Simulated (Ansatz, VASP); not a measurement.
Mn in VASP and in Ansatz

```
Mn
1.0
     2.66686    0.00000    0.00000
     0.00000    2.66686    0.00000
     0.00000    0.00000    2.66686
Mn
2
Cartesian
  0.0000 0.0000 0.0000
  1.3334 1.3334 1.3334
```

Alike in both runs: task single point; functional PBE; k mesh 13 × 13 × 13; occupations fermi-dirac, width 0.05 eV; collinear spin.

```csv
,VASP,Ansatz
version,VASP 6.6.1,Ansatz 0.2.0
potentials or method,"VASP PAW PBE potentials, release 64 (Mn_pv), cutoff 520 eV","plane waves (420 eV) with PAW, scalar-relativistic"
valence electrons in the cell,26,30
```

```tsv
	VASP	Ansatz	Ansatz less VASP
net moment per atom (μB)	0.00	0.00	-0.003
```

VASP's potentials hold 26 valence electrons a cell and Ansatz's 30, so a difference there can come from the potentials and not from the codes. Ansatz's warnings: seeded moment not kept.
